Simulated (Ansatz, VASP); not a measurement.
SiC: VASP beside Ansatz

INCAR

```
PREC = Accurate
ENCUT = 520
EDIFF = 1E-6
ISMEAR = 0
SIGMA = 0.05
LREAL = F
LASPH = T
NELM = 60
ALGO = Normal
ISIF = 2
LWAVE = F
LCHARG = T
GGA = PE
LELF = T
LVHAR = T
NBANDS = 11
```

KPOINTS

```
regular mesh
0
Gamma
  12 12 12
```

POSCAR

```
SiC
1.0
    0.0000000000      2.1781595809      2.1781595809
    2.1781595809      0.0000000000      2.1781595809
    2.2016837043      2.2016837043     -0.0235241235
Si C
1 1
Direct
    0.0000000000      0.0000000000      0.0000000000
    0.7500000000      0.7500000000      0.7500000000
```

Input for Ansatz:

```yaml
crystal:
  lattice:
    - [0.0, 2.1781595809, 2.1781595809]
    - [2.1781595809, 0.0, 2.1781595809]
    - [2.2016837043, 2.2016837043, -0.0235241235]
  atoms:
    - { symbol: Si, position: [0.0, 0.0, 0.0] }
    - { symbol: C, position: [0.75, 0.75, 0.75] }
basis:
  ecutwfc: 520.0
kpoints:
  mp_grid: { grid: [12, 12, 12] }
hamiltonian:
  xc: pbe
scf:
  occupations: { method: gaussian, width: 0.05 }
output:
  forces: true
  stress: true
  eigenvalues: true
```

Alike in both runs: task single point; functional PBE; k mesh 12 × 12 × 12; occupations gaussian, width 0.05 eV; no spin polarisation.

|  | VASP | Ansatz |
| --- | --- | --- |
| version | VASP 6.6.1 | Ansatz 0.2.0 |
| potentials or method | VASP PAW PBE potentials, release 64 (Si, C), cutoff 520 eV | scalar-relativistic, plane waves, PAW |
| valence electrons in the cell | 8 | 8 |

|  | VASP | Ansatz | Ansatz less VASP |
| --- | --- | --- | --- |
| gap on the k mesh at the Fermi level (eV) | 1.34 | 1.34 | +0.003 |
| least direct gap on the mesh (eV) | 4.44 | 4.44 | +0.004 |
| pressure (GPa) | 0.0 | 0.1 | +0.04 |
| traceless stress, the component that is largest in VASP (GPa) | -2.79 | -2.78 | +0.011 |
| rms of the force components (eV/Å) | 0.074 | 0.074 | +0.0002 |

Atom by atom the forces differ by 0.000 eV/Å (rms over components). The functional is the same, so the differences come from potentials, cutoffs and numerics.
